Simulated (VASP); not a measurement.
A run of VASP 6.6.1:

Contents of INCAR:

```
SYSTEM = InP
ALGO     = Normal         ! electronic algorithm
EDIFF    = 1E-6           ! SCF threshold, eV
ENCUT    = 520            ! plane-wave cutoff, eV
GGA      = PE             ! functional
ISIF     = 2              ! what is computed and relaxed
ISMEAR   = 0              ! smearing method
LASPH    = .TRUE.         ! aspherical terms in the spheres
LCHARG   = .FALSE.        ! write CHGCAR
LREAL    = .FALSE.        ! projectors in reciprocal space
LWAVE    = .FALSE.        ! write WAVECAR
NBANDS   = 16             ! bands
NELM     = 100            ! most SCF steps
PREC     = Accurate       ! precision mode
SIGMA    = 0.15           ! smearing width, eV
```

KPOINTS

```
k-points
0
G
  18 18 18
  0 0 0
```

Contents of POSCAR:

```
InP
1.0
    0.0000000000      2.7286080084      2.6870556022
    2.7286080084      0.0000000000      2.6870556022
    2.7286080084      2.7286080084      0.0000000000
In P
1 1
Direct
    0.0000000000      0.0000000000      0.0000000000
    0.5000000000      0.5000000000      0.5000000000
```

Potentials or basis: VASP PAW PBE potentials, release 64 (In_d, P).

Command:

```bash
$ cat potpaw_PBE.64/In_d/POTCAR potpaw_PBE.64/P/POTCAR > POTCAR
$ mpirun -np 1 vasp_std > vasp.out
```

Hardware: 1 thread of Intel(R) Xeon(R) 6975P-C (Granite Rapids), on a shared host.

Problem. Estimate the wall time of this run.

Solution. Run time: 110 s on 1 thread of Intel(R) Xeon(R) 6975P-C (Granite Rapids), with other jobs on the host, peak memory 0.4 GiB. Counts: scf iterations 13, k points 480.
